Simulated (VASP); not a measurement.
# LiF (I4/mmm) in VASP: a series of runs

LiF is run at these levels: LDA; tasks: single point.

All numbers are computed with VASP 6.6.1; they aren't measurements. Logs are shortened: lines on timing, memory, paths and dates and some standing lists are left out, and cuts for length are marked.

## 1. The cell of the first run

It takes space group I4/mmm (No. 139, tetragonal). Conventional cell: a = 2.848 Å, b = 2.848 Å, c = 3.947 Å, α = 90.00°, β = 90.00°, γ = 90.00°. Li (site symmetry 4/mmm) has 6 F at 1.97 to 2.01 Å within 2.6 Å. Within 2.6 Å of F (site symmetry 4/mmm) lie 6 Li at 1.97 to 2.01 Å.

## 2. Single point, LDA (zz strain of -2 %)

File INCAR:

```
SYSTEM = LiF
PREC = Accurate ; ENCUT = 520
EDIFF = 1E-7 ; ISMEAR = -1
SIGMA = 0.03 ; LREAL = .FALSE.
LASPH = .TRUE. ; NELM = 100
ALGO = Normal ; ISIF = 2
LWAVE = .FALSE. ; LCHARG = .FALSE.
GGA = CA ; NBANDS = 12
```

File KPOINTS:

```
regular mesh
0
G
  10 10 10
  0 0 0
```

File POSCAR:

```
LiF
1.0
    0.0000000000      2.0140000000      1.9737200000
    2.0140000000      0.0000000000      1.9737200000
    2.0140000000      2.0140000000      0.0000000000
Li F
1 1
Direct
    0.0000000000      0.0000000000      0.0000000000
    0.5000000000      0.5000000000      0.5000000000
```

Potentials or basis: VASP PAW LDA potentials, release 64 (Li_sv, F).

Command:

```console
$ cat potpaw_LDA.64/Li_sv/POTCAR potpaw_LDA.64/F/POTCAR > POTCAR
$ mpirun -np 1 vasp_std > vasp.out
```

OUTCAR:

```text
SYSTEM = LiF
   PREC = Accurate
   ENCUT = 520
   EDIFF = 1E-7
   ISMEAR = -1
   LREAL = .FALSE.
   LASPH = .TRUE.
   NELM = 100
   ISIF = 2
   GGA = CA

 ion  position               nearest neighbor table
   1  0.000  0.000  0.000-   2 1.97   2 1.97   2 2.01   2 2.01   2 2.01   2 2.01
   2  0.500  0.500  0.500-   1 1.97   1 1.97   1 2.01   1 2.01   1 2.01   1 2.01

  LATTYP: Found a body centered tetragonal cell.
 ALAT       =     2.8482261146
 C/A-ratio  =     1.3859292911

  Lattice vectors:

 A1 = (   0.0000000000,  -2.0140000000,  -1.9737200000)
 A2 = (   0.0000000000,   2.0140000000,  -1.9737200000)
 A3 = (   2.0140000000,   0.0000000000,   1.9737200000)

Analysis of symmetry for initial positions (statically):
=====================================================================
 Subroutine PRICEL returns:
 Original cell was already a primitive cell.

 Routine SETGRP: Setting up the symmetry group for a
 body centered tetragonal supercell.

 Subroutine GETGRP returns: Found 16 space group operations
 (whereof 16 operations were pure point group operations)
 out of a pool of 16 trial point group operations.

The static configuration has the point symmetry D_4h.

Analysis of symmetry for dynamics (positions and initial velocities):
=====================================================================
 Subroutine PRICEL returns:
 Original cell was already a primitive cell.

 Routine SETGRP: Setting up the symmetry group for a
 body centered tetragonal supercell.

 Subroutine GETGRP returns: Found 16 space group operations
 (whereof 16 operations were pure point group operations)
 out of a pool of 16 trial point group operations.

The dynamic configuration has the point symmetry D_4h.

 Subroutine INISYM returns: Found 16 space group operations
 (whereof 16 operations are pure point group operations),
 and found     1 'primitive' translations

----------------------------------------------------------------------------------------

                                     Primitive cell

  volume of cell :      16.0116

  direct lattice vectors                    reciprocal lattice vectors
     0.000000000  2.014000000  1.973720000    -0.248262165  0.248262165  0.253328740
     2.014000000  0.000000000  1.973720000     0.248262165 -0.248262165  0.253328740
     2.014000000  2.014000000  0.000000000     0.248262165  0.248262165 -0.253328740

  length of vectors
     2.819887700  2.819887700  2.848226115     0.432947636  0.432947636  0.432947636

[... 85 lines left out ...]
   NFREE  =      0    steps in history (QN), initial steepest desc. (CG)
   ISIF   =      2    stress and relaxation
   ISYM   =      2    0-nonsym 1-usesym 2-fastsym
   POTIM  = 0.5000    time-step for ionic-motion
   TEBEG  =    0.0;   TEEND  =   0.0 temperature during run
   PSTRESS=    0.0 pullay stress
   NELECT =      10.0000    total number of electrons
   NUPDOWN=      -1.0000    fix difference up-down
   EMIN   =  10.00;   EMAX   =-10.00  energy-range for DOS
   EFERMI =   0.00;   METHOD = LEGACY
   ISMEAR =    -1;   SIGMA  =   0.03  broadening in eV -4-tet -1-fermi 0-gaus
   EFERMI_NEDOS =   21; number of points for ismear=-14 and -15
   IALGO  =     38    algorithm
   IMIX   =      4    mixing-type and parameters
     AMIX     =   0.40;   BMIX     =  1.00
     AMIX_MAG =   1.60;   BMIX_MAG =  1.00
  volume/ion in A,a.u.               =       8.01        54.03
  Fermi-wavevector in a.u.,A,eV,Ry     =   1.399362  2.644410 26.643111  1.958213
  Thomas-Fermi vector in A             =   2.522429
   LORBIT       =      0    0 simple, 1 ext, 2 COOP (PROOUT), +10 PAW based schemes
   GGA     = CA    functional components
   LHFCALC =     F    Hartree Fock is set to
   AEXX    =    0.0000 exact exchange contribution
   IVDW    =     0    specifies the selected vdW correction
   LEPSILON=     F    determine dielectric tensor
   LRPA    =     F    only Hartree local field effects (RPA)
 non-spin polarized calculation
  energy-cutoff  :      520.00
  volume of cell :       16.01
 maximum number of plane-waves:       444
 NGX is ok and might be reduce to    24
   NGX = 11   NGY = 11   NGZ = 11

 number of electron      10.0000000 magnetization

 number of electron       9.9999994 magnetization

 Free energy of the ion-electron system (eV)
  ---------------------------------------------------
  ext. energy  EPLUGINS =         0.00000000
  ---------------------------------------------------
  free energy    TOTEN  =       -10.48235575 eV

  energy without entropy =      -10.48235575  energy(sigma->0) =      -10.48235575

 E-fermi :  -0.3867     XC(G=0): -10.7705

 val. band max:       -1.1557247807   @ k =   0.0000   0.0000   0.0000
 cond. band min:       7.8470907694   @ k =   0.0000   0.0000   0.0000
 fundamental gap:      9.0028155501
 Fermi energy:        -0.3867400445

 k-point     1 :       0.0000    0.0000    0.0000
  band No.  band energies     occupation
      1     -40.8834      2.00000
      2     -20.7966      2.00000
      3      -1.2096      2.00000
      4      -1.1557      2.00000
      5      -1.1557      2.00000
      6       7.8471      0.00000
      7      22.3889      0.00000
      8      22.3889      0.00000
      9      22.8701      0.00000
     10      22.8773      0.00000
     11      22.8773      0.00000
     12      23.0529      0.00000
[... 331 lines left out ...]
 k-point    24 :       0.4000    0.3000    0.0000
  band No.  band energies     occupation
      1     -40.8037      2.00000
      2     -20.2141      2.00000
      3      -3.6144      2.00000
      4      -2.1245      2.00000
      5      -2.0129      2.00000
      6      11.8825      0.00000
      7      15.1556      0.00000
      8      17.2853      0.00000
      9      18.5313      0.00000
     10      19.6081      0.00000
     11      33.0681      0.00000
     12      33.5137      0.00000

 [... further k-points ...]
[... 5 lines left out ...]
  --------------------------------------------------------------------------------------
  -------------------------------------------------------------------------------------
  Total       -0.5926175     -0.5926175     -0.4433163      0.0000000     -0.0000000     -0.0000000
  in kB      -59.2994389    -59.2994389    -44.3598206      0.0000000     -0.0000000     -0.0000000
  external PRESSURE =     -54.3195661 kB  Pullay stress =       0.0000000 kB

 VOLUME and BASIS-vectors are now :
 -----------------------------------------------------------------------------
  energy-cutoff  :      520.00
  volume of cell :       16.01
      direct lattice vectors                 reciprocal lattice vectors
     0.000000000  2.014000000  1.973720000    -0.248262165  0.248262165  0.253328740
     2.014000000  0.000000000  1.973720000     0.248262165 -0.248262165  0.253328740
     2.014000000  2.014000000  0.000000000     0.248262165  0.248262165 -0.253328740

 POSITION                                       TOTAL-FORCE (eV/Angst)
 -----------------------------------------------------------------------------------
      0.00000      0.00000      0.00000        -0.000000     -0.000000      0.000000
      2.01400      2.01400      1.97372         0.000000      0.000000     -0.000000
 -----------------------------------------------------------------------------------
    total drift:                               -0.000000     -0.000000      0.000000

  FREE ENERGIE OF THE ION-ELECTRON SYSTEM (eV)
  ---------------------------------------------------
  free  energy   TOTEN  =       -10.4823557537 eV

  energy  without entropy=      -10.4823557537  energy(sigma->0) =      -10.48235575
```

stdout:

```text
POSCAR found type information on POSCAR LiF
 POSCAR found :  2 types and       2 ions
 scaLAPACK will be used
 LDA part: xc-table for (Slater(with rela. corr.)+CA(PZ))
 , standard interpolation
 POSCAR, INCAR and KPOINTS ok, starting setup
 FFT: planning ... GRIDC
 FFT: planning ... GRID_SOFT
 FFT: planning ... GRID
 WAVECAR not read
 entering main loop
```

Run time: 5.8 s. Hardware: 1 thread of Intel Xeon 6975P-C (Granite Rapids), shared host; peak memory 0.13 GiB.

What came out:

| Property | Result |
| --- | --- |
| Free energy | -10.4824 eV |
| Band gap on the k mesh | 9.00 eV, direct |

Caveat: the cell differs from its parent crystal (zz strain of -2 %); the cutoff is under 1.25 times the usual one of these potentials, so pressure, stress and relaxed cells hold a basis-set (Pulay) error. A k mesh can miss the band edges.

## 3. Single point, LDA (equal xx and yy strain of -2 %)

File INCAR:

```
SYSTEM = LiF
PREC     = Accurate       ! precision mode
ENCUT    = 520            ! plane-wave cutoff, eV
EDIFF    = 1E-6           ! SCF threshold, eV
ISMEAR   = -1             ! smearing method
SIGMA    = 0.03           ! smearing width, eV
LREAL    = .FALSE.        ! projectors in reciprocal space
LASPH    = .TRUE.         ! aspherical terms in the spheres
NELM     = 80             ! most SCF steps
ALGO     = Normal         ! electronic algorithm
ISIF     = 2              ! what is computed and relaxed
LWAVE    = .FALSE.        ! write WAVECAR
LCHARG   = .FALSE.        ! write CHGCAR
GGA      = CA             ! functional
NBANDS   = 12             ! bands
```

File KPOINTS:

```
Automatic mesh
0
G
  10 10 10
  0 0 0
```

File POSCAR:

```
LiF
1.0
    0.0000000000      1.9737200000      2.0140000000
    1.9737200000      0.0000000000      2.0140000000
    1.9737200000      1.9737200000      0.0000000000
Li F
1 1
Direct
    0.0000000000      0.0000000000      0.0000000000
    0.5000000000      0.5000000000      0.5000000000
```

Potentials or basis: VASP PAW LDA potentials, release 64 (Li_sv, F).

Command:

```console
$ cat potpaw_LDA.64/Li_sv/POTCAR potpaw_LDA.64/F/POTCAR > POTCAR
$ mpirun -np 1 vasp_std > vasp.out
```

OUTCAR:

```text
SYSTEM = LiF
   PREC = Accurate
   ENCUT = 520
   EDIFF = 1E-6
   ISMEAR = -1
   LREAL = .FALSE.
   LASPH = .TRUE.
   NELM = 80
   ISIF = 2
   GGA = CA

 ion  position               nearest neighbor table
   1  0.000  0.000  0.000-   2 1.97   2 1.97   2 1.97   2 1.97   2 2.01   2 2.01
   2  0.500  0.500  0.500-   1 1.97   1 1.97   1 1.97   1 1.97   1 2.01   1 2.01

  LATTYP: Found a body centered tetragonal cell.
 ALAT       =     2.7912615923
 C/A-ratio  =     1.4430750636

  Lattice vectors:

 A1 = (  -1.9737200000,   0.0000000000,   2.0140000000)
[... 540 lines left out ...]
      8      17.4594      0.00000
      9      19.2890      0.00000
     10      20.3760      0.00000
     11      33.3277      0.00000
     12      34.3782      0.00000

 [... further k-points ...]
[... 5 lines left out ...]
  --------------------------------------------------------------------------------------
  -------------------------------------------------------------------------------------
  Total       -0.3444335     -0.3444335     -0.4993408      0.0000000      0.0000000      0.0000000
  in kB      -35.1686239    -35.1686239    -50.9855489      0.0000000      0.0000000      0.0000000
  external PRESSURE =     -40.4409322 kB  Pullay stress =       0.0000000 kB

 VOLUME and BASIS-vectors are now :
 -----------------------------------------------------------------------------
  energy-cutoff  :      520.00
  volume of cell :       15.69
      direct lattice vectors                 reciprocal lattice vectors
     0.000000000  1.973720000  2.014000000    -0.253328740  0.253328740  0.248262165
     1.973720000  0.000000000  2.014000000     0.253328740 -0.253328740  0.248262165
     1.973720000  1.973720000  0.000000000     0.253328740  0.253328740 -0.248262165

 POSITION                                       TOTAL-FORCE (eV/Angst)
 -----------------------------------------------------------------------------------
      0.00000      0.00000      0.00000         0.000000     -0.000000      0.000000
      1.97372      1.97372      2.01400        -0.000000      0.000000      0.000000
 -----------------------------------------------------------------------------------
    total drift:                               -0.000000     -0.000000      0.000000

  FREE ENERGIE OF THE ION-ELECTRON SYSTEM (eV)
  ---------------------------------------------------
  free  energy   TOTEN  =       -10.4909394106 eV

  energy  without entropy=      -10.4909394106  energy(sigma->0) =      -10.49093941
```

OSZICAR:

```text
N       E                     dE             d eps       ncg     rms          rms(c)
DAV:   1     0.290827872407E+02    0.29083E+02   -0.54694E+03  2544   0.855E+02
DAV:   2    -0.998020639494E+01   -0.39063E+02   -0.38229E+02  2956   0.186E+02
DAV:   3    -0.109718396891E+02   -0.99163E+00   -0.98773E+00  3228   0.260E+01
DAV:   4    -0.109834713450E+02   -0.11632E-01   -0.11631E-01  2772   0.290E+00
DAV:   5    -0.109835845298E+02   -0.11318E-03   -0.11318E-03  3168   0.219E-01    0.423E+00
DAV:   6    -0.105071288120E+02    0.47646E+00   -0.22363E+00  2752   0.917E+00    0.132E+00
DAV:   7    -0.104963450994E+02    0.10784E-01   -0.15650E-02  3268   0.106E+00    0.786E-01
DAV:   8    -0.104909529188E+02    0.53922E-02   -0.88190E-03  3404   0.996E-01    0.970E-02
DAV:   9    -0.104909257412E+02    0.27178E-04   -0.70204E-04  2760   0.240E-01    0.369E-02
DAV:  10    -0.104909399901E+02   -0.14249E-04   -0.27927E-05  2880   0.384E-02    0.784E-03
DAV:  11    -0.104909394106E+02    0.57951E-06   -0.16097E-06  2600   0.135E-02
   1 F= -.10490939E+02 E0= -.10490939E+02  d E =-.112984E-11
```

stdout:

```text
POSCAR found type information on POSCAR LiF
 POSCAR found :  2 types and       2 ions
 scaLAPACK will be used
 LDA part: xc-table for (Slater(with rela. corr.)+CA(PZ))
 , standard interpolation
 POSCAR, INCAR and KPOINTS ok, starting setup
 FFT: planning ... GRIDC
 FFT: planning ... GRID_SOFT
 FFT: planning ... GRID
 WAVECAR not read
 entering main loop
```

It took 5.4 s on 1 thread of Intel Xeon 6975P-C (Granite Rapids), shared host; peak memory 0.13 GiB.

Results:

```
Free energy            : -10.4909 eV
Band gap on the k mesh : 9.17 eV, direct
```

Caveat: the cell differs from its parent crystal (equal xx and yy strain of -2 %); the cutoff is under 1.25 times the usual one of these potentials, so pressure, stress and relaxed cells hold a basis-set (Pulay) error.
